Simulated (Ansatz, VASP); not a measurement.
Sn: VASP beside Ansatz

```
Sn
1.0
    -2.92041    2.92041    1.58857
     2.92041   -2.92041    1.58857
     2.92041    2.92041   -1.58857
Sn
2
Direct
  0.00000 0.00000 0.00000
  0.75000 0.25000 0.50000
```

Alike in both runs: task single point; functional r2SCAN; k mesh 9 × 9 × 9; occupations fermi-dirac, width 0.05 eV; no spin polarisation.

|  | VASP | Ansatz |
| --- | --- | --- |
| version | VASP 6.6.1 | Ansatz 0.2.0 |
| potentials or method | VASP PAW PBE potentials, release 64 (Sn_d) | Ansatz PAW |
| plane-wave cutoff (eV) | 520 | 500 |
| valence electrons in the cell | 28 | 28 |

|  | VASP | Ansatz | Ansatz less VASP |
| --- | --- | --- | --- |
| gap on the k mesh at the Fermi level (eV) | none | none | - |
| pressure (GPa) | 1.0 | 1.0 | +0.02 |
| traceless stress, the component that is largest in VASP (GPa) | -0.39 | -0.39 | -0.002 |

VASP's potentials were made for PBE, not for r2SCAN. A gap of «none» marks a metal or a gap that the smearing closes.
